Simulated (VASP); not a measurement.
Wanted: the native input for a VASP 6.6.1 run.

* Task: relaxation of cell and atoms
* Functional: PBEsol
* Potentials or basis: VASP PAW PBE potentials, release 64 (Li_sv, Se, Tl_d)
* Cutoff: 600 eV
* k mesh: 6 × 6 × 4
* Occupations: fermi-dirac, width 0.02 eV
* Spin: no spin polarisation
* Dipole correction: no
* Further INCAR settings: ALGO = Normal; EDIFF = 1e-06; IBRION = 2; EDIFFG = -0.005; NSW = 80; ISIF = 3

The structure of LiTlSe2 lies in POSCAR:

```
LiTlSe2
1.0
    4.3177670485      0.0000000000      0.0000000000
    0.0000000000      4.3177670485      0.0000000000
    0.0000000000      0.0000000000      6.0132508204
Li Se Tl
1 2 1
Direct
    0.0000000000      0.0000000000      0.0000000000
    0.0000000000      0.5000000000      0.2268148566
    0.5000000000      0.0000000000      0.7731851434
    0.5000000000      0.5000000000      0.5000000000
```

These files were run (other wordings do the same):

INCAR

```
SYSTEM = LiTlSe2
  PREC = Accurate
  ENCUT = 600
  EDIFF = 1E-6
  ISMEAR = -1
  SIGMA = 0.02
  LREAL = .FALSE.
  LASPH = .TRUE.
  NELM = 60
  ALGO = Normal
  ISIF = 3
  LWAVE = .FALSE.
  LCHARG = .FALSE.
  GGA = PS
  IBRION = 2
  NSW = 80
  EDIFFG = -0.005
```

KPOINTS

```
Automatic mesh
0
G
  6 6 4
  0 0 0
```

Potentials or basis: VASP PAW PBE potentials, release 64 (Li_sv, Se, Tl_d).

Run with:

```console
$ cat potpaw_PBE.64/Li_sv/POTCAR potpaw_PBE.64/Se/POTCAR potpaw_PBE.64/Tl_d/POTCAR > POTCAR
$ mpirun -np 1 vasp_std > vasp.out
```

Results of the run:

- Relaxed volume: 26.59 Å³/atom
- Relaxed cell: a = 4.248 Å, b = 4.248 Å, c = 5.894 Å, α = 90.00°, β = 90.00°, γ = 90.00°
- Space group after relaxing (to 0.1 Å): P-4m2 (No. 115)
- Energy gained by relaxing: 8.4 meV/atom
- Ionic steps: 11
- Pressure after relaxing: 0.0 GPa
- Band gap on the k mesh: 0.36 eV

Caveat: the cutoff is under 1.25 times the usual one of these potentials, so pressure, stress and relaxed cells hold a basis-set (Pulay) error; the PAW data sets were made with another functional, which shifts forces and pressure a little; spin-orbit coupling is left out, which moves the levels of the heavy elements.

Wall time 2.5 min on 1 thread of Intel(R) Xeon(R) 6975P-C (Granite Rapids) (shared host), peak memory 0.3 GiB.
